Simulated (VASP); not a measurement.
# MoS2 (P6_3/mmc) in VASP: further runs

Runs on MoS2. Level: PBE. Tasks: single point.

Everything below comes from runs of VASP 6.6.1. Logs are shortened: lines on timing, memory, paths and dates and some standing lists are left out, and cuts for length are marked.

**1. The cell of the first run**

Symmetry: P6_3/mmc, No. 194, hexagonal system. The conventional cell has a = 3.185 Å, b = 3.185 Å, c = 14.512 Å, α = 90.00°, β = 90.00°, γ = 120.00°. Mo (site symmetry -6m2) has 6 S at 2.41 Å and 6 Mo at 3.19 Å within 3.2 Å. Within 3.2 Å of S (site symmetry 3m) lie 3 Mo at 2.41 Å and 7 S at 3.12 to 3.19 Å.

**2. Single point, PBE (strain along c alone, the other axes held: -2.0 %, then relaxed in part)**

The input, INCAR:

```
SYSTEM = MoS2
PREC = Accurate
ENCUT = 520
EDIFF = 1E-7
ISMEAR = 0
SIGMA = 0.02
LREAL = .FALSE.
LASPH = .TRUE.
NELM = 60
ALGO = Normal
ISIF = 2
LWAVE = .FALSE.
LCHARG = .FALSE.
GGA = PE
NBANDS = 35
```

The input, KPOINTS:

```
regular mesh
0
G
  12 12 2
  0 0 0
```

The input, POSCAR:

```
MoS2
1.0
    3.1850687626      0.0000000000      0.0000000000
   -1.5925343813      2.7583504612      0.0000000000
    0.0000000000      0.0000000000     14.5118338339
Mo S
2 4
Direct
    0.6666666667      0.3333333333      0.2500000000
    0.3333333333      0.6666666667      0.7500000000
    0.6666666667      0.3333333333      0.6423340849
    0.3333333333      0.6666666667      0.3576659151
    0.6666666667      0.3333333333      0.8576659151
    0.3333333333      0.6666666667      0.1423340849
```

Potentials or basis: VASP PAW PBE potentials, release 64 (Mo_sv, S).

Launch:

```console
$ cat potpaw_PBE.64/Mo_sv/POTCAR potpaw_PBE.64/S/POTCAR > POTCAR
$ mpirun -np 1 vasp_std > vasp.out
```

OUTCAR:

```text
SYSTEM = MoS2
   PREC = Accurate
   ENCUT = 520
   EDIFF = 1E-7
   ISMEAR = 0
   LREAL = .FALSE.
   LASPH = .TRUE.
   NELM = 60
   ISIF = 2
   GGA = PE

 ion  position               nearest neighbor table
   1  0.667  0.333  0.250-   4 2.41   6 2.41   4 2.41   6 2.41   4 2.41   6 2.41
   2  0.333  0.667  0.750-   3 2.41   5 2.41   3 2.41   5 2.41   3 2.41   5 2.41
   3  0.667  0.333  0.642-   2 2.41   2 2.41   2 2.41
   4  0.333  0.667  0.358-   1 2.41   1 2.41   1 2.41
   5  0.667  0.333  0.858-   2 2.41   2 2.41   2 2.41
   6  0.333  0.667  0.142-   1 2.41   1 2.41   1 2.41

  LATTYP: Found a hexagonal cell.
 ALAT       =     3.1850687626
 C/A-ratio  =     4.5562073900

  Lattice vectors:

 A1 = (   3.1850687626,   0.0000000000,   0.0000000000)
 A2 = (  -1.5925343813,   2.7583504612,   0.0000000000)
 A3 = (   0.0000000000,   0.0000000000,  14.5118338339)

Analysis of symmetry for initial positions (statically):
=====================================================================
 Subroutine PRICEL returns:
 Original cell was already a primitive cell.

 Routine SETGRP: Setting up the symmetry group for a
 hexagonal supercell.

 Subroutine GETGRP returns: Found 24 space group operations
 (whereof 12 operations were pure point group operations)
 out of a pool of 24 trial point group operations.

The static configuration has the point symmetry D_3d.
 The point group associated with its full space group is D_6h.

Analysis of symmetry for dynamics (positions and initial velocities):
=====================================================================
 Subroutine PRICEL returns:
 Original cell was already a primitive cell.

 Routine SETGRP: Setting up the symmetry group for a
 hexagonal supercell.

 Subroutine GETGRP returns: Found 24 space group operations
 (whereof 12 operations were pure point group operations)
 out of a pool of 24 trial point group operations.

The dynamic configuration has the point symmetry D_3d.
 The point group associated with its full space group is D_6h.

 Subroutine INISYM returns: Found 24 space group operations
 (whereof 12 operations are pure point group operations),
 and found     1 'primitive' translations

----------------------------------------------------------------------------------------

                                     Primitive cell

  volume of cell :     127.4942

  direct lattice vectors                    reciprocal lattice vectors
[... 98 lines left out ...]
   NSW    =      0    number of steps for IOM
   IBRION =     -1    ionic relax: 0-MD 1-quasi-New 2-CG
   NFREE  =      0    steps in history (QN), initial steepest desc. (CG)
   ISIF   =      2    stress and relaxation
   ISYM   =      2    0-nonsym 1-usesym 2-fastsym
   POTIM  = 0.5000    time-step for ionic-motion
   TEBEG  =    0.0;   TEEND  =   0.0 temperature during run
   PSTRESS=    0.0 pullay stress
   NELECT =      52.0000    total number of electrons
   NUPDOWN=      -1.0000    fix difference up-down
   EMIN   =  10.00;   EMAX   =-10.00  energy-range for DOS
   EFERMI =   0.00;   METHOD = LEGACY
   ISMEAR =     0;   SIGMA  =   0.02  broadening in eV -4-tet -1-fermi 0-gaus
   EFERMI_NEDOS =   21; number of points for ismear=-14 and -15
   IALGO  =     38    algorithm
   IMIX   =      4    mixing-type and parameters
     AMIX     =   0.40;   BMIX     =  1.00
     AMIX_MAG =   1.60;   BMIX_MAG =  1.00
  volume/ion in A,a.u.               =      21.25       143.40
  Fermi-wavevector in a.u.,A,eV,Ry     =   1.214076  2.294270 20.054712  1.473980
  Thomas-Fermi vector in A             =   2.349507
   LORBIT       =      0    0 simple, 1 ext, 2 COOP (PROOUT), +10 PAW based schemes
   GGA     = PE    functional components
   LHFCALC =     F    Hartree Fock is set to
   AEXX    =    0.0000 exact exchange contribution
   IVDW    =     0    specifies the selected vdW correction
   LEPSILON=     F    determine dielectric tensor
   LRPA    =     F    only Hartree local field effects (RPA)
 non-spin polarized calculation
 Gauss-broadening in eV      SIGMA  =   0.02
  energy-cutoff  :      520.00
  volume of cell :      127.49
 maximum number of plane-waves:      3466
 NGX is ok and might be reduce to    24
   NGX = 11   NGY = 11   NGZ = 53

 number of electron      52.0000001 magnetization

 Free energy of the ion-electron system (eV)
  ---------------------------------------------------
  ext. energy  EPLUGINS =         0.00000000
  ---------------------------------------------------
  free energy    TOTEN  =       -43.71512455 eV

  energy without entropy =      -43.71512455  energy(sigma->0) =      -43.71512455

 E-fermi :   5.1267     XC(G=0):  -9.5844

 val. band max:        5.0350752032   @ k =   0.0000   0.0000   0.0000
 cond. band min:       6.4602635183   @ k =   0.3333   0.3333   0.0000
 fundamental gap:      1.4251883151
 Fermi energy:         5.1267359702

 k-point     1 :       0.0000    0.0000    0.0000
  band No.  band energies     occupation
      1     -56.0723      2.00000
      2     -56.0722      2.00000
      3     -30.2099      2.00000
      4     -30.2099      2.00000
      5     -30.0081      2.00000
      6     -30.0081      2.00000
[... 901 lines left out ...]
     34       8.8771      0.00000
     35      12.2529      0.00000

 [... further k-points ...]

------------------------ aborting loop because EDIFF is reached ----------------------------------------

  FORCE on cell =-STRESS in cart. coord.  units (eV):
  Direction    XX          YY          ZZ          XY          YZ          ZX
  --------------------------------------------------------------------------------------
  -------------------------------------------------------------------------------------
  Total       -0.0603013     -0.0603013     -0.0747685      0.0000000      0.0000000     -0.0000000
  in kB       -0.7577868     -0.7577868     -0.9395901      0.0000000      0.0000000     -0.0000000
  external PRESSURE =      -0.8183879 kB  Pullay stress =       0.0000000 kB

 VOLUME and BASIS-vectors are now :
 -----------------------------------------------------------------------------
  energy-cutoff  :      520.00
  volume of cell :      127.49
      direct lattice vectors                 reciprocal lattice vectors
     3.185068763  0.000000000  0.000000000     0.313964964  0.181267757  0.000000000
    -1.592534381  2.758350461  0.000000000     0.000000000  0.362535513  0.000000000
     0.000000000  0.000000000 14.511833834     0.000000000  0.000000000  0.068909279

 POSITION                                       TOTAL-FORCE (eV/Angst)
 -----------------------------------------------------------------------------------
      1.59253      0.91945      3.62796        -0.000000      0.000000     -0.000000
     -0.00000      1.83890     10.88388         0.000000     -0.000000     -0.000000
      1.59253      0.91945      9.32145         0.000000     -0.000000      0.009535
     -0.00000      1.83890      5.19039        -0.000000      0.000000     -0.009535
      1.59253      0.91945     12.44631         0.000000     -0.000000     -0.009535
     -0.00000      1.83890      2.06553        -0.000000      0.000000      0.009535
 -----------------------------------------------------------------------------------
    total drift:                                0.000000     -0.000000      0.000000

  FREE ENERGIE OF THE ION-ELECTRON SYSTEM (eV)
  ---------------------------------------------------
  free  energy   TOTEN  =       -43.7151245534 eV

  energy  without entropy=      -43.7151245534  energy(sigma->0) =      -43.71512455
```

stdout:

```text
POSCAR found type information on POSCAR MoS
 POSCAR found :  2 types and       6 ions
 scaLAPACK will be used
 LDA part: xc-table for (Slater+PW92), standard interpolation
 POSCAR, INCAR and KPOINTS ok, starting setup
 FFT: planning ... GRIDC
 FFT: planning ... GRID_SOFT
 FFT: planning ... GRID
 WAVECAR not read
 entering main loop
```

It took 94 s on 1 thread of Intel Xeon 6975P-C (Granite Rapids), shared host; peak memory 0.3 GiB.

Results:

```
Free energy            : -43.7151 eV
Pressure               : -0.1 GPa
Largest force          : 0.010 eV/Å
Band gap on the k mesh : 1.43 eV (least direct gap 1.66 eV)
```

Forces on the atoms (eV/Å):
```
Mo   0.000  0.000  0.000
Mo   0.000  0.000  0.000
S    0.000  0.000  0.010
S    0.000  0.000 -0.010
S    0.000  0.000 -0.010
S    0.000  0.000  0.010
```

Levels at points of the mesh, in eV from the valence-band top:
```tsv
k point	band 22	band 23	band 24	band 25	band 26	band 27	band 28	band 29	band 30	band 31
(0.00, 0.00, 0.00)	-1.74	-1.74	-1.65	-0.45	0.00	2.52	2.52	2.52	2.52	2.76
(0.50, 0.00, 0.00)	-2.10	-1.23	-1.21	-0.87	-0.86	2.00	2.00	2.48	2.54	3.49
(0.00, 0.00, 0.50)	-1.74	-1.74	-1.74	-0.18	-0.18	2.52	2.52	2.52	2.52	2.76
(0.50, 0.00, 0.50)	-2.12	-1.22	-1.22	-0.87	-0.87	2.00	2.00	2.51	2.51	3.63
```

Caveat: the cell differs from its parent crystal (strain along c alone, the other axes held: -2.0 %, then relaxed in part); this functional lacks dispersion, which binds layers or chains, so the pressure and a relaxed spacing across them are unreliable.

**3. Single point, PBE (strain along c alone, the other axes held: +2.0 %, then relaxed in part)**

The input, INCAR:

```
SYSTEM = MoS2
ALGO = Normal
EDIFF = 1E-7
ENCUT = 520
GGA = PE
ISIF = 2
ISMEAR = 0
LASPH = .True.
LCHARG = .True.
LELF = .True.
LREAL = .False.
LVHAR = .True.
LWAVE = .False.
NBANDS = 35
NELM = 60
PREC = Accurate
SIGMA = 0.02
```

The input, KPOINTS:

```
k-points
0
Gamma
  12 12 2
  0 0 0
```

The input, POSCAR:

```
MoS2
1.0
    3.1850687626      0.0000000000      0.0000000000
   -1.5925343813      2.7583504612      0.0000000000
    0.0000000000      0.0000000000     15.1041535823
Mo S
2 4
Direct
    0.6666666667      0.3333333333      0.2500000000
    0.3333333333      0.6666666667      0.7500000000
    0.6666666667      0.3333333333      0.6465510324
    0.3333333333      0.6666666667      0.3534489676
    0.6666666667      0.3333333333      0.8534489676
    0.3333333333      0.6666666667      0.1465510324
```

Potentials or basis: VASP PAW PBE potentials, release 64 (Mo_sv, S).

Launch:

```console
$ cat potpaw_PBE.64/Mo_sv/POTCAR potpaw_PBE.64/S/POTCAR > POTCAR
$ mpirun -np 1 vasp_std > vasp.out
```

OUTCAR:

```text
SYSTEM = MoS2
   EDIFF = 1E-7
   ENCUT = 520
   GGA = PE
   ISIF = 2
   ISMEAR = 0
   LASPH = .True.
   LREAL = .False.
   NELM = 60
   PREC = Accurate

 ion  position               nearest neighbor table
   1  0.667  0.333  0.250-   4 2.41   6 2.41   4 2.41   6 2.41   4 2.41   6 2.41
   2  0.333  0.667  0.750-   3 2.41   5 2.41   3 2.41   5 2.41   3 2.41   5 2.41
   3  0.667  0.333  0.647-   2 2.41   2 2.41   2 2.41
   4  0.333  0.667  0.353-   1 2.41   1 2.41   1 2.41
   5  0.667  0.333  0.853-   2 2.41   2 2.41   2 2.41
[... 1123 lines left out ...]
  -------------------------------------------------------------------------------------
  Total       -0.0757305     -0.0757305     -0.1206884      0.0000000     -0.0000000      0.0000000
  in kB       -0.9143587     -0.9143587     -1.4571748      0.0000000     -0.0000000      0.0000000
  external PRESSURE =      -1.0952974 kB  Pullay stress =       0.0000000 kB

 VOLUME and BASIS-vectors are now :
 -----------------------------------------------------------------------------
  energy-cutoff  :      520.00
  volume of cell :      132.70
      direct lattice vectors                 reciprocal lattice vectors
     3.185068763  0.000000000  0.000000000     0.313964964  0.181267757  0.000000000
    -1.592534381  2.758350461  0.000000000     0.000000000  0.362535513  0.000000000
     0.000000000  0.000000000 15.104153582     0.000000000  0.000000000  0.066206954

 POSITION                                       TOTAL-FORCE (eV/Angst)
 -----------------------------------------------------------------------------------
      1.59253      0.91945      3.77604         0.000000     -0.000000     -0.000000
     -0.00000      1.83890     11.32812        -0.000000      0.000000     -0.000000
      1.59253      0.91945      9.76561         0.000000      0.000000      0.008683
     -0.00000      1.83890      5.33855        -0.000000      0.000000     -0.008683
      1.59253      0.91945     12.89062         0.000000      0.000000     -0.008683
     -0.00000      1.83890      2.21353         0.000000     -0.000000      0.008683
 -----------------------------------------------------------------------------------
    total drift:                               -0.000000      0.000000     -0.000000

  FREE ENERGIE OF THE ION-ELECTRON SYSTEM (eV)
  ---------------------------------------------------
  free  energy   TOTEN  =       -43.7152480009 eV

  energy  without entropy=      -43.7152480009  energy(sigma->0) =      -43.71524800
```

stdout:

```text
POSCAR found type information on POSCAR MoS
 POSCAR found :  2 types and       6 ions
 scaLAPACK will be used
 LDA part: xc-table for (Slater+PW92), standard interpolation
 POSCAR, INCAR and KPOINTS ok, starting setup
 FFT: planning ... GRIDC
 FFT: planning ... GRID_SOFT
 FFT: planning ... GRID
 WAVECAR not read
 entering main loop
```

Run time: 92 s. Hardware: 1 thread of Intel Xeon 6975P-C (Granite Rapids), shared host; peak memory 0.31 GiB.

What came out:

- Free energy: -43.7152 eV
- Pressure: -0.1 GPa
- Largest force: 0.009 eV/Å
- Band gap on the k mesh: 1.49 eV (least direct gap 1.67 eV)

Forces on the atoms (eV/Å):
```
Mo   0.000  0.000  0.000
Mo   0.000  0.000  0.000
S    0.000  0.000  0.009
S    0.000  0.000 -0.009
S    0.000  0.000 -0.009
S    0.000  0.000  0.009
```

Levels at points of the mesh, in eV from the valence-band top:
| k point | band 23 | band 24 | band 25 | band 26 | band 27 | band 28 | band 29 | band 30 |
| --- | --- | --- | --- | --- | --- | --- | --- | --- |
| (0.00, 0.00, 0.00) | -1.68 | -1.68 | -0.34 | 0.00 | 2.58 | 2.58 | 2.58 | 2.58 |
| (0.50, 0.00, 0.00) | -1.16 | -1.15 | -0.81 | -0.80 | 2.06 | 2.06 | 2.55 | 2.60 |
| (0.00, 0.00, 0.50) | -1.68 | -1.68 | -0.15 | -0.15 | 2.58 | 2.58 | 2.58 | 2.58 |
| (0.50, 0.00, 0.50) | -1.15 | -1.15 | -0.80 | -0.80 | 2.06 | 2.06 | 2.57 | 2.57 |

Caveat: the cell differs from its parent crystal (strain along c alone, the other axes held: +2.0 %, then relaxed in part); this functional lacks dispersion, which binds layers or chains, so the pressure and a relaxed spacing across them are unreliable.
